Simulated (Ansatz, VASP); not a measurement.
## RbBr in VASP and in Ansatz

```
Rb Br
1.0
     4.75192    0.00000    0.00000
     0.00000    4.75192    0.00000
     0.00000    0.00000    4.63238
Rb Br
1 1
Direct
  0.00000 0.00000 0.00000
  0.50000 0.50000 0.00000
```

Alike in both runs: functional PBE; k mesh 3 × 3 × 4; occupations gaussian, width 0.15 eV; no spin polarisation.

Ansatz relaxed the structure, and its values are those at the end. VASP's run is a single point on that final structure, the one shown.

|  | VASP | Ansatz |
| --- | --- | --- |
| version | VASP 6.6.1 | Ansatz 0.2.0 |
| potentials or method | VASP PAW PBE potentials, release 64 (Rb_sv, Br), cutoff 500 eV | scalar-relativistic, plane waves, PAW |
| valence electrons in the cell | 16 | 16 |

|  | VASP | Ansatz | Ansatz less VASP |
| --- | --- | --- | --- |
| gap on the k mesh at the Fermi level (eV) | 3.32 | 3.32 | +0.002 |
| least direct gap on the mesh (eV) | 3.37 | 3.37 | +0.002 |
| pressure (GPa) | 0.3 | 0.3 | -0.02 |

The k mesh is coarse, so the values compare programs but aren't converged.
